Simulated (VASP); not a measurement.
Write the native input for VASP 6.6.1 that does the following.

```
Task                   : single point
Functional             : r2SCAN
Potentials or basis    : VASP PAW PBE potentials, release 64 (Sr_sv, O)
Cutoff                 : 520 eV
k mesh                 : 8 × 8 × 8
Occupations            : gaussian, width 0.01 eV
Spin                   : no spin polarisation
Dipole correction      : no
Further INCAR settings : ALGO = Normal; EDIFF = 1e-06; NBANDS = 15
```

The system is SrO.

```
Sr O
1.0
     0.00000    2.43155    2.43155
     2.43155    0.00000    2.43155
     2.43155    2.43155    0.00000
Sr O
1 1
Direct
  0.50000 0.50000 0.50000
  0.00000 0.00000 0.00000
```

This cell differs from its parent crystal: strain -5.8%.

One way to write it, as run:

POSCAR

```
SrO
1.0
    0.0000000000      2.4315488854      2.4315488854
    2.4315488854      0.0000000000      2.4315488854
    2.4315488854      2.4315488854      0.0000000000
Sr O
1 1
Direct
    0.5000000000      0.5000000000      0.5000000000
    0.0000000000      0.0000000000      0.0000000000
```

INCAR.step1

```
  PREC = Accurate
  ENCUT = 520
  ISMEAR = 0
  SIGMA = 0.01
  LREAL = F
  LASPH = T
  NELM = 100
  NBANDS = 15
  GGA = PE
  ALGO = Normal
  EDIFF = 1E-4
  LWAVE = T
  LCHARG = F
```

INCAR.step2

```
  PREC = Accurate
  ENCUT = 520
  EDIFF = 1E-6
  ISMEAR = 0
  SIGMA = 0.01
  LREAL = F
  LASPH = T
  NELM = 100
  ALGO = Normal
  ISIF = 2
  LWAVE = F
  LCHARG = F
  METAGGA = R2SCAN
  LMIXTAU = T
  NBANDS = 15
  ISTART = 1
```

KPOINTS

```
Automatic mesh
0
Gamma
  8 8 8
```

Potentials or basis: VASP PAW PBE potentials, release 64 (Sr_sv, O).

Run with:

```bash
$ cat potpaw_PBE.64/Sr_sv/POTCAR potpaw_PBE.64/O/POTCAR > POTCAR
$ cp INCAR.step1 INCAR
$ mpirun -np 1 vasp_std > vasp.out
$ cp INCAR.step2 INCAR
$ mpirun -np 1 vasp_std > vasp.out
```

It gave:

```json
{"Pressure": "26.0 GPa", "Band gap on the k mesh": "3.50 eV, direct"}
```

Caveat: the cell differs from its parent crystal (strain -5.8%); the PAW data sets were made with another functional, which shifts forces and pressure a little.

Run time: 52 s on 1 thread of Intel(R) Xeon(R) Platinum 8488C (Sapphire Rapids) (shared host), peak memory 0.17 GiB.
